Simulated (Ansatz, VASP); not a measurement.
## Two plane-wave programs on Al3H

```
Al H
1.0
     0.00000    0.00000   -3.38849
     2.28304   -3.95435    0.00000
    -6.84913   -3.95435    0.00000
Al H
6 2
Direct
  0.00000 0.50000 0.83333
  0.00000 0.00000 0.33333
  0.00000 0.00000 0.66667
  0.00000 0.50000 0.16667
  0.50000 0.00000 0.00000
  0.50000 0.50000 0.50000
  0.00000 0.50000 0.50000
  0.00000 0.00000 0.00000
```

Alike in both runs: task single point; functional PBE; k mesh 6 × 6 × 4; occupations gaussian, width 0.2 eV; no spin polarisation.

|  | VASP | Ansatz |
| --- | --- | --- |
| version | VASP 6.6.1 | Ansatz 0.2.0 |
| potentials or method | VASP PAW PBE potentials, release 64 (Al, H), cutoff 520 eV | scalar-relativistic, plane waves, PAW |
| valence electrons in the cell | 20 | 20 |

Ansatz gave:

| Property | Result |
| --- | --- |
| gap on the k mesh at the Fermi level (eV) | none |
| pressure (GPa) | 0.0 |
| traceless stress, the component that is largest in VASP (GPa) | 2.16 |
| rms of the force components (eV/Å) | 0.007 |

Q: Which values does VASP return?

A: gap on the k mesh at the Fermi level (eV): none; pressure (GPa): 0.0; traceless stress, the component that is largest in VASP (GPa): 2.18; rms of the force components (eV/Å): 0.007.

Atom by atom the forces differ by 0.000 eV/Å (rms over components). A gap of «none» marks a metal or a gap that the smearing closes. With one functional, cell and mesh, what is left measures potentials, basis and numerics.
